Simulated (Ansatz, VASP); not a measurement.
# One calculation of CdGeAs2, two programs

File INCAR:

```
PREC = Accurate ; ENCUT = 630
EDIFF = 1E-6 ; ISMEAR = -1
SIGMA = 0.02 ; LREAL = F
LASPH = T ; NELM = 120
ALGO = Normal ; ISIF = 2
LWAVE = F ; LCHARG = F
GGA = PE ; NBANDS = 74
GGA_COMPAT = F
```

KPOINTS

```
Automatic mesh
0
Gamma
  6 6 6
```

The input POSCAR:

```
CdGeAs2
1.0
   -2.9004016783      2.9004016783      5.4823514779
    2.9004016783     -2.9004016783      5.4823514779
    2.9004016783      2.9004016783     -5.4823514779
Cd Ge As
2 2 4
Direct
    0.2500000000      0.7500000000      0.5000000000
    0.5000000000      0.5000000000      0.0000000000
    0.0000000000      0.0000000000      0.0000000000
    0.7500000000      0.2500000000      0.5000000000
    0.8750000000      0.3475095329      0.9725095329
    0.6524904671      0.6250000000      0.5274904671
    0.3750000000      0.9024904671      0.0274904671
    0.0975095329      0.1250000000      0.4725095329
```

Input for Ansatz:

```yaml
crystal:
  lattice:
    - [-2.9004016783, 2.9004016783, 5.4823514779]
    - [2.9004016783, -2.9004016783, 5.4823514779]
    - [2.9004016783, 2.9004016783, -5.4823514779]
  atoms:
    - { symbol: Cd, position: [0.25, 0.75, 0.5] }
    - { symbol: Cd, position: [0.5, 0.5, 0.0] }
    - { symbol: Ge, position: [0.0, 0.0, 0.0] }
    - { symbol: Ge, position: [0.75, 0.25, 0.5] }
    - { symbol: As, position: [0.875, 0.3475095329, 0.9725095329] }
    - { symbol: As, position: [0.6524904671, 0.625, 0.5274904671] }
    - { symbol: As, position: [0.375, 0.9024904671, 0.0274904671] }
    - { symbol: As, position: [0.0975095329, 0.125, 0.4725095329] }
kpoints:
  mp_grid: { grid: [6, 6, 6] }
  band_path:
    path:
      - [0.0, 0.0, 0.0]
      - [0.0, 0.0, 0.5]
      - [0.25, 0.25, 0.25]
      - [0.0, 0.5, 0.0]
      - [0.5, 0.5, -0.5]
      - [0.3199717207, 0.6800282793, -0.3199717207]
      - [-0.3199717207, 0.3199717207, 0.3199717207]
      - [-0.1399434414, 0.1399434414, 0.5]
      - [0.5, 0.5, -0.1399434414]
    npoints: 1
hamiltonian:
  xc: pbe
scf:
  occupations: { method: fermi_dirac, width: 0.02 }
  n_extra_bands: 6
output:
  forces: true
  stress: true
  eigenvalues: true
```

Change from the starting cell: hydrostatic strain -3.0%.

Alike in both runs: task single point; functional PBE; k mesh 6 × 6 × 6; occupations fermi-dirac, width 0.02 eV; no spin polarisation.

```csv
,VASP,Ansatz
version,VASP 6.6.1,Ansatz 0.2.0
potentials or method,"VASP PAW PBE potentials, release 64 (Cd_sv_GW, Ge_d, As_d)","plane waves, PAW"
plane-wave cutoff (eV),630,420
valence electrons in the cell,128,128
```

|  | VASP | Ansatz | Ansatz less VASP |
| --- | --- | --- | --- |
| pressure (GPa) | 9.2 | 9.3 | +0.08 |
| traceless stress, the component that is largest in VASP (GPa) | -0.24 | -0.23 | +0.010 |
| rms of the force components (eV/Å) | 0.056 | 0.062 | +0.0055 |

Atom by atom the forces differ by 0.006 eV/Å (rms over components).
